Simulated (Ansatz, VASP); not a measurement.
**Tl in VASP and in Ansatz**

Contents of INCAR:

```
PREC = Accurate
ENCUT = 520
EDIFF = 1E-6
ISMEAR = -4
SIGMA = 0.05
LREAL = F
LASPH = T
NELM = 150
ALGO = Normal
ISIF = 2
LWAVE = F
LCHARG = F
ISPIN = 2
MAGMOM = 0.5
LORBIT = 11
GGA = RP
IVDW = 12
NBANDS = 16
```

KPOINTS

```
regular mesh
0
Gamma
  9 9 9
```

The input POSCAR:

```
Tl
1.0
    0.0000000000      2.3987359249      2.3987359249
    2.3987359249      0.0000000000      2.3987359249
    2.3987359249      2.3987359249      0.0000000000
Tl
1
Direct
    0.0000000000      0.0000000000      0.0000000000
```

Contents of input.yaml:

```yaml
crystal:
  lattice:
    - [0.0, 2.3987359249, 2.3987359249]
    - [2.3987359249, 0.0, 2.3987359249]
    - [2.3987359249, 2.3987359249, 0.0]
  atoms:
    - { symbol: Tl, position: [0.0, 0.0, 0.0], spin: 0.5 }
kpoints:
  mp_grid: { grid: [9, 9, 9] }
scf:
  occupations: { method: tetrahedron_uncorrected }
  mixing: { preconditioner: kerker }
hamiltonian:
  xc: rpbe
  dispersion: d3bj
  pseudopotentials: { kind: all_electron, lapw: { basis_error: 0.002 } }
magnetization:
  spin_polarized: true
output:
  forces: true
  stress: true
  eigenvalues: true
```

Alike in both runs: task single point; functional RPBE; dispersion D3(BJ); k mesh 9 × 9 × 9; collinear spin.

|  | VASP | Ansatz |
| --- | --- | --- |
| version | VASP 6.6.1 | Ansatz 0.2.0 |
| potentials or method | VASP PAW PBE potentials, release 64 (Tl_d), cutoff 520 eV | all-electron LAPW, scalar-relativistic |
| occupations | tetrahedron | tetrahedron-uncorrected |

Ansatz gave:

* gap on the k mesh at the Fermi level (eV): none
* pressure (GPa): -12.5
* net moment per atom (μB): 0.00

Problem. Which values does VASP return?

Solution. gap on the k mesh at the Fermi level (eV): none; pressure (GPa): -12.6; net moment per atom (μB): 0.00.

VASP's potentials were made for PBE, not for RPBE. A gap of «none» marks a metal or a gap that the smearing closes. Ansatz ran all-electron here, and VASP with PAW potentials.

Neither program's run includes spin-orbit coupling.
